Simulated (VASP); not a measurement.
Set up this calculation in VASP 6.6.1, as the native input.

* Task: single point
* Functional: PBEsol
* Potentials or basis: VASP PAW PBE potentials, release 64 (Al, P)
* Cutoff: 500 eV
* k mesh: 8 × 8 × 8
* Occupations: gaussian, width 0.01 eV
* Spin: no spin polarisation
* Dipole correction: no
* Further INCAR settings: ALGO = Normal; EDIFF = 1e-06; NBANDS = 11

The structure of AlP lies in POSCAR:

```
AlP
1.0
    0.0000000000      2.6724956014      2.6724956014
    2.6724956014      0.0000000000      2.6724956014
    2.6724956014      2.6724956014      0.0000000000
Al P
1 1
Direct
    0.0000000000      0.0000000000      0.0000000000
    0.7500000000      0.7500000000      0.7500000000
```

The input as run:

INCAR

```
SYSTEM = AlP
PREC     = Accurate       ! precision mode
ENCUT    = 500            ! plane-wave cutoff, eV
EDIFF    = 1E-6           ! SCF threshold, eV
ISMEAR   = 0              ! smearing method
SIGMA    = 0.01           ! smearing width, eV
LREAL    = .FALSE.        ! projectors in reciprocal space
LASPH    = .TRUE.         ! aspherical terms in the spheres
NELM     = 120            ! most SCF steps
ALGO     = Normal         ! electronic algorithm
ISIF     = 2              ! what is computed and relaxed
LWAVE    = .FALSE.        ! write WAVECAR
LCHARG   = .FALSE.        ! write CHGCAR
GGA      = PS             ! functional
NBANDS   = 11             ! bands
GGA_COMPAT= .FALSE.
```

KPOINTS

```
Automatic mesh
0
G
  8 8 8
  0 0 0
```

Potentials or basis: VASP PAW PBE potentials, release 64 (Al, P).

Command:

```sh
$ cat potpaw_PBE.64/Al/POTCAR potpaw_PBE.64/P/POTCAR > POTCAR
$ mpirun -np 1 vasp_std > vasp.out
```

It gave:

| Property | Result |
| --- | --- |
| Pressure | 7.0 GPa |
| Band gap on the k mesh | 1.31 eV (least direct gap 3.56 eV) |

Caveat: the cell stands under pressure; the PAW data sets were made with another functional, which shifts forces and pressure a little.

Wall time 12 s on 1 thread of Intel(R) Xeon(R) Platinum 8375C CPU @ 2.90GHz (Ice Lake), with other jobs on the host, peak memory 0.15 GiB.
